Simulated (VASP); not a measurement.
A run of VASP 6.6.1 is set up as follows.

Contents of INCAR:

```
  PREC = Accurate
  ENCUT = 520
  EDIFF = 1E-6
  ISMEAR = -1
  SIGMA = 0.02
  LREAL = False
  LASPH = True
  NELM = 100
  ALGO = Normal
  ISIF = 2
  LWAVE = False
  LCHARG = False
  GGA = PE
  NBANDS = 24
```

Contents of KPOINTS:

```
Automatic mesh
0
Gamma
  6 6 6
```

POSCAR

```
Ba2TeS
1.0
    2.2813038463      1.3171113898      7.8225410922
   -2.2813038463      1.3171113898      7.8225410922
    0.0000000000     -2.6342227795      7.8225410922
S Te Ba
1 1 2
Direct
    1.0000000000      0.0000000000      0.0000000000
    0.5000000000      0.5000000000      0.5000000000
    0.2576855337      0.2576855337      0.2576855337
    0.7423144663      0.7423144663      0.7423144663
```

Potentials or basis: VASP PAW PBE potentials, release 64 (S, Te, Ba_sv).

Command:

```console
$ cat potpaw_PBE.64/S/POTCAR potpaw_PBE.64/Te/POTCAR potpaw_PBE.64/Ba_sv/POTCAR > POTCAR
$ mpirun -np 1 vasp_std > vasp.out
```

What does it give for the pressure?

3.9 GPa.

Estimate the band gap on the k mesh.

1.27 eV (least direct gap 1.64 eV).

Stress tensor (GPa, compression positive):
```
4.26 0.00 0.00
0.00 4.26 0.00
0.00 0.00 3.16
```

Caveat: the cell differs from its parent crystal (biaxial xy strain -4.0%); the cell stands under pressure; spin-orbit coupling is left out, which moves the levels of the heavy elements. A k mesh can miss the band edges.
